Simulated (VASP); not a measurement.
Set up this calculation in VASP 6.6.1, as the native input.

| Item | Value |
| --- | --- |
| Task | single point |
| Functional | PBE |
| Potentials or basis | VASP PAW PBE potentials, release 64 (Cd) |
| Cutoff | 520 eV |
| k mesh | 9 × 9 × 4 |
| Occupations | fermi-dirac, width 0.05 eV |
| Spin | no spin polarisation |
| Dipole correction | no |
| Further INCAR settings | ALGO = Normal; EDIFF = 1e-06; NBANDS = 19 |

The structure of Cd lies in POSCAR:

```
Cd
1.0
    2.9788700000      0.0000000000      0.0000000000
   -1.4894350000      2.5797770946      0.0000000000
    0.0000000000      0.0000000000      5.7300030000
Cd
2
Direct
    0.6666666667      0.3333333333      0.7500000000
    0.3333333333      0.6666666667      0.2500000000
```

These files were run (other wordings do the same):

INCAR

```
PREC = Accurate
ENCUT = 520
EDIFF = 1E-6
ISMEAR = -1
SIGMA = 0.05
LREAL = F
LASPH = T
NELM = 80
ALGO = Normal
ISIF = 2
LWAVE = F
LCHARG = F
GGA = PE
NBANDS = 19
```

KPOINTS

```
regular mesh
0
Gamma
  9 9 4
```

Potentials or basis: VASP PAW PBE potentials, release 64 (Cd).

The run is started by

```console
$ cat potpaw_PBE.64/Cd/POTCAR > POTCAR
$ mpirun -np 1 vasp_std > vasp.out
```

It gave:

```json
{"Pressure": "2.7 GPa", "Band gap on the k mesh": "zero (bands 12 and 13 overlap by 4.14 eV)"}
```

It took 33 s on 1 thread of Intel Xeon 8259CL, on a shared host, peak memory 0.17 GiB.
